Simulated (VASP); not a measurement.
Input of a VASP 6.6.1 run:

Contents of INCAR:

```
SYSTEM = La
PREC = Accurate
ENCUT = 520
EDIFF = 1E-6
ISMEAR = 0
SIGMA = 0.05
LREAL = .FALSE.
LASPH = .TRUE.
NELM = 80
ALGO = Fast
ISIF = 2
LWAVE = .FALSE.
LCHARG = .FALSE.
GGA = PE
NBANDS = 12
```

KPOINTS

```
Automatic mesh
0
G
  12 12 12
  0 0 0
```

Contents of POSCAR:

```
La
1.0
    0.0000000000      2.6455000000      2.6455000000
    2.6455000000      0.0000000000      2.6455000000
    2.6455000000      2.6455000000      0.0000000000
La
1
Direct
    0.0000000000      0.0000000000      0.0000000000
```

Potentials or basis: VASP PAW PBE potentials, release 64 (La).

Run with:

```console
$ cat potpaw_PBE.64/La/POTCAR > POTCAR
$ mpirun -np 1 vasp_std > vasp.out
```

(1) Predict the pressure.

## Answers

(1) -0.2 GPa.
